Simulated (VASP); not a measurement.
Runs of VASP 6.6.1 on HfO2 (fluorite type). The structure is that of space group Fm-3m (No. 225), or close to it. The cells are those of the table. 

```tsv
level	cell	k mesh	smearing	gap on the mesh (eV)	pressure (GPa)
r2SCAN	a = 3.544 Å, angles 60.0°, 3 atoms	12 × 12 × 12	fermi-dirac 0.1 eV	4.40	3.8
r2SCAN	a = 3.581 Å, angles 60.0°, 3 atoms	12 × 12 × 12	fermi-dirac 0.1 eV	4.31	(c)
PBE	a = 3.652 Å, angles 60.0°, 3 atoms	37 × 37 × 37	fermi-dirac 0.0612256 eV	(b)	-12.2
r2SCAN	a = 3.506 Å, angles 60.0°, 3 atoms	12 × 12 × 12	fermi-dirac 0.1 eV	(a)	(d)
r2SCAN	a = 3.652 Å, angles 60.0°, 3 atoms	12 × 12 × 12	fermi-dirac 0.1 eV	4.13	-18.2
r2SCAN	a = 3.617 Å, angles 60.0°, 3 atoms	12 × 12 × 12	fermi-dirac 0.1 eV	4.21	-12.1
```

Alike in all rows: task single point; potentials or basis VASP PAW PBE potentials, release 64 (Hf_pv, O); no spin polarisation; cutoff (eV) 520.

Question: Estimate the missing entries.

Answer: (a) 4.49; (b) 3.65; (c) -4.8; (d) 13.9.

Caveats: spin-orbit coupling is left out, which moves the levels of the heavy elements; the PAW data sets were made with another functional, which shifts forces and pressure a little (at least some runs); the cell stands under tension (at least some runs); the cell stands under pressure (at least some runs); an odd mesh through Γ misses points on the zone boundary, where band edges can lie (at least some runs).

A k mesh can miss the band edges, and the runs leave out spin-orbit coupling on Hf.
